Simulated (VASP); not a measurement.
# SnS2 (Berndtite-2T): single point with revPBE

The system is SnS2 (Berndtite-2T).

```xyz
3
Lattice="3.7482 0.0000 0.0000 -1.8741 3.2460 0.0000 0.0000 0.0000 5.5312" Properties=species:S:1:pos:R:3 pbc="T T T"
Sn    0.0000    0.0000    0.0000
S     0.0000    2.1640    1.3828
S     1.8741    1.0820    4.1484
```

```yaml
Program: VASP 6.6.1
Task: single point
Functional: revPBE
Potentials_or_basis: VASP PAW PBE potentials, release 64 (Sn_d, S)
Cutoff: 500 eV
k_mesh: 6 × 6 × 3
Occupations: fermi-dirac, width 0.02 eV
Spin: no spin polarisation
Dipole_correction: no
Further_INCAR_settings: ALGO = Normal; EDIFF = 1e-06; NBANDS = 20
```

```
Pressure               : 5.1 GPa
Largest force          : 0.632 eV/Å
Band gap on the k mesh : 1.13 eV, indirect (the least direct gap lies 4.2 meV higher)
```

Forces in eV/Å, atoms in the order of the input:
```
Sn   0.000  0.000  0.000
S    0.000  0.000  0.632
S    0.000  0.000 -0.632
```

Stress tensor (GPa, compression positive):
```
3.31 0.00 0.00
0.00 3.31 0.00
0.00 0.00 8.61
```

Levels at points of the mesh, in eV from the valence-band top:
```tsv
k point	band 10	band 11	band 12	band 13	band 14	band 15	band 16	band 17
(0.00, 0.00, 0.00)	-1.42	-1.19	-1.19	0.00	1.14	2.79	4.72	4.72
(0.50, 0.00, 0.00)	-3.37	-3.06	-1.37	-0.78	1.24	4.06	5.70	5.73
```

Wall time 45 s on 1 thread of Intel Xeon 8259CL, with other jobs on the host, peak memory 0.18 GiB.

Caveat: the PAW data sets were made with another functional, which shifts forces and pressure a little; spin-orbit coupling is left out, which moves the levels of the heavy elements. A k mesh can miss the band edges.
